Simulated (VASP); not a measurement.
Runs of VASP 6.6.1 on Te2Mo. The structure is that of space group P6_3/mmc (No. 194), or close to it. The cells are those of the table. 

| task | level | cell | cutoff (eV) | gap on the mesh (eV) | pressure (GPa) | largest force (eV/Å) |
| --- | --- | --- | --- | --- | --- | --- |
| single point | PBE | a = 3.564, b = 3.564, c = 14.157 Å, angles 90.0, 90.0, 120.0°, 6 atoms | 520 | 0.80 | (b) | 0.33 |
| relaxation of cell and atoms | revPBE+D4 | relaxed from a = 3.518, b = 3.518, c = 13.974 Å, angles 90.0, 90.0, 120.0°, 6 atoms | 600 | 0.61 | 0.0 | - |
| single point | BLYP+D3(BJ) | a = 3.542, b = 3.542, c = 14.066 Å, angles 90.0, 90.0, 120.0°, 6 atoms | 520 | 0.81 | (c) | 0.22 |
| single point | SVWN5 | a = 3.518, b = 3.518, c = 13.974 Å, angles 90.0, 90.0, 120.0°, 6 atoms | 520 | 0.75 | (a) | 0.25 |
| single point | r2SCAN+D4 | a = 3.518, b = 3.518, c = 13.974 Å, angles 90.0, 90.0, 120.0°, 6 atoms | 520 | 0.89 | 1.3 | 0.05 |

Alike in all rows: potentials or basis VASP PAW PBE potentials, release 64 (Te, Mo_sv); no spin polarisation; k mesh 9 × 9 × 2; smearing fermi-dirac 0.05 eV.

Task: Estimate the missing entries.

Result: (a) -2.8; (b) -0.9; (c) -0.5.

Caveats: spin-orbit coupling is left out, which moves the levels of the heavy elements; the PAW data sets were made with another functional, which shifts forces and pressure a little (some runs); this functional lacks dispersion, which binds the layers, so the pressure and a relaxed spacing across them are unreliable (some runs).

A k mesh can miss the band edges, and the runs leave out spin-orbit coupling on Mo, Te.
